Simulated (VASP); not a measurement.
A run of VASP 6.6.1:

Contents of INCAR:

```
PREC     = Accurate       # precision mode
ENCUT    = 520            # plane-wave cutoff, eV
EDIFF    = 1E-6           # SCF threshold, eV
ISMEAR   = 0              # smearing method
SIGMA    = 0.2            # smearing width, eV
LREAL    = False          # projectors in reciprocal space
LASPH    = True           # aspherical terms in the spheres
NELM     = 100            # most SCF steps
ALGO     = Fast           # electronic algorithm
ISIF     = 2              # what is computed and relaxed
LWAVE    = False          # write WAVECAR
LCHARG   = False          # write CHGCAR
GGA      = PE             # functional
NBANDS   = 26             # bands
```

KPOINTS

```
regular mesh
0
Gamma
  6 6 4
```

File POSCAR:

```
NaBe4
1.0
   -0.0016320761      4.2723820429     -0.0030411210
   -0.0016939712      0.0034789593      3.8552361030
    7.6900255086      0.0035696454     -0.0034988061
Na Be
2 8
Direct
    0.3999943239      0.4998399817      0.2499931349
    0.4000064272      0.5001543161      0.7500016572
    0.8999822965     -0.0002060938      0.2499986449
    0.9000172044      0.0001944560      0.7500059131
    0.6668772677      0.0000196842      0.0000099031
    0.6668356147      0.0000375633      0.5000163306
    0.8999994788      0.4999986855     -0.0000104354
    0.8999982450      0.5000113201      0.4999957597
    1.1331633013      0.9999692502     -0.0000008239
    1.1331258404     -0.0000191633      0.4999899159
```

Potentials or basis: VASP PAW PBE potentials, release 64 (Na_pv, Be).

Command:

```sh
$ cat potpaw_PBE.64/Na_pv/POTCAR potpaw_PBE.64/Be/POTCAR > POTCAR
$ mpirun -np 1 vasp_std > vasp.out
```

Hardware: 1 thread of Intel(R) Xeon(R) Platinum 8259CL CPU @ 2.50GHz (Skylake/Cascade Lake), with other jobs on the host.

Problem. Estimate the wall time of this run.

Solution. It took 4.3 min on 1 thread of Intel(R) Xeon(R) Platinum 8259CL CPU @ 2.50GHz (Skylake/Cascade Lake), with other jobs on the host, peak memory 0.34 GiB. Counts: scf iterations 15, k points 76.
